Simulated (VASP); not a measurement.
WS2 (Tungstenite):

```xyz
6
Lattice="3.1800 0.0000 0.0000 -1.5900 2.7540 0.0000 0.0000 0.0000 12.5000" Properties=species:S:1:pos:R:3 pbc="T T T"
W     1.5900    0.9180    9.3750
W     0.0000    1.8360    3.1250
S     1.5900    0.9180    4.6875
S     0.0000    1.8360   10.9375
S     1.5900    0.9180    1.5625
S     0.0000    1.8360    7.8125
```

| Property | Result |
| --- | --- |
| Program | VASP 6.6.1 |
| Task | relaxation of cell and atoms |
| Functional | RPBE |
| Potentials or basis | VASP PAW PBE potentials, release 64 (W_sv, S) |
| Cutoff | 600 eV |
| k mesh | 10 × 10 × 3 |
| Occupations | fermi-dirac, width 0.05 eV |
| Spin | no spin polarisation |

At the start: pressure 4.9 GPa; volume 18.24 Å³/atom.

Question: How do energy, volume and symmetry change on relaxing?

Answer: Over 45 steps the energy falls by 43.5 meV/atom and the volume is 23.43 Å³/atom (+28.4 %); space group P6_3/mmc (No. 194, to 0.05 Å).

The path:
| step | energy change (eV) | largest force (eV/Å) | pressure (GPa) | volume (Å³) |
| --- | --- | --- | --- | --- |
| 1 | 0.0000 | 0.2006 | 4.89 | 109.47 |
| 3 | -0.0477 | 0.3837 | 0.14 | 112.55 |
| 5 | -0.1110 | 0.0429 | -0.29 | 117.27 |
| 7 | -0.1150 | 0.1388 | -0.19 | 119.15 |
| 9 | -0.1541 | 0.0599 | -0.49 | 121.24 |
| 11 | -0.2413 | 0.1654 | -0.88 | 130.47 |
| 13 | -0.2502 | 0.1280 | 1.23 | 132.41 |
| 15 | -0.2541 | 0.0046 | 0.28 | 133.07 |
| 17 | -0.2558 | 0.0168 | -0.05 | 134.73 |
| 19 | -0.2567 | 0.0457 | -0.36 | 135.70 |
| 21 | -0.2577 | 0.1331 | -0.18 | 138.21 |
| 23 | -0.2593 | 0.0072 | 0.30 | 137.06 |
| 25 | -0.2597 | 0.0011 | 0.13 | 137.33 |
| 27 | -0.2599 | 0.0189 | -0.10 | 137.86 |
| 29 | -0.2600 | 0.0147 | -0.03 | 137.81 |
| 31 | -0.2600 | 0.0207 | 0.01 | 137.83 |
| 33 | -0.2601 | 0.0013 | 0.13 | 137.91 |
| 35 | -0.2601 | 0.0090 | 0.17 | 137.94 |
| 37 | -0.2602 | 0.0099 | 0.16 | 138.06 |
| 39 | -0.2605 | 0.0142 | 0.10 | 138.61 |
| 41 | -0.2607 | 0.0230 | 0.00 | 139.63 |
| 43 | -0.2610 | 0.0225 | -0.17 | 140.39 |
| 45 | -0.2612 | 0.0100 | 0.01 | 140.61 |

Final structure:
```xyz
6
Lattice="3.2092 0.0000 0.0000 -1.6046 2.7792 0.0000 0.0000 0.0000 15.7651" Properties=species:S:1:pos:R:3 pbc="T T T"
W     1.6046    0.9264   11.8238
W     0.0000    1.8528    3.9413
S     1.6046    0.9264    5.5142
S     0.0000    1.8528   13.3968
S     1.6046    0.9264    2.3684
S     0.0000    1.8528   10.2509
```

Caveat: the volume moved by over 15 % at a fixed basis, so the end points are rough; the PAW data sets were made with another functional, which shifts forces and pressure a little; this functional lacks dispersion, which binds the layers, so the pressure and a relaxed spacing across them are unreliable; the volume moved by +28 % from the deposited cell, more than functionals usually miss.
